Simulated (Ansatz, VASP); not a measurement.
Al3Cu in VASP and in Ansatz

```
Al Cu
1.0
     2.77378    0.00000    0.00000
     0.00000    2.77378    0.00000
     0.00000    0.00000    7.59186
Al Cu
3 1
Cartesian
  0.0000 0.0000 3.7959
  1.3869 1.3869 1.6903
  1.3869 1.3869 5.9016
  0.0000 0.0000 0.1333
```

Alike in both runs: task single point; functional r2SCAN; k mesh 18 × 18 × 6; occupations gaussian, width 0.15 eV; no spin polarisation.

```csv
,VASP,Ansatz
version,VASP 6.6.1,Ansatz 0.2.0
potentials or method,"VASP PAW PBE potentials, release 64 (Al, Cu), cutoff 520 eV","scalar-relativistic, plane waves, PAW"
valence electrons in the cell,20,28
```

Ansatz gave:

* gap on the k mesh at the Fermi level (eV): none
* pressure (GPa): 0.5
* traceless stress, the component that is largest in VASP (GPa): -0.23
* rms of the force components (eV/Å): 0.295

Q: Which values does VASP return?

A: gap on the k mesh at the Fermi level (eV): none; pressure (GPa): 0.3; traceless stress, the component that is largest in VASP (GPa): -0.23; rms of the force components (eV/Å): 0.296.

VASP's potentials were made for PBE, not for r2SCAN. Atom by atom the forces differ by 0.007 eV/Å (rms over components). A gap of «none» marks a metal or a gap that the smearing closes. The functional is the same, so the differences come from potentials, cutoffs and numerics. VASP's potentials hold 20 valence electrons a cell and Ansatz's 28, so a difference there can come from the potentials and not from the codes.
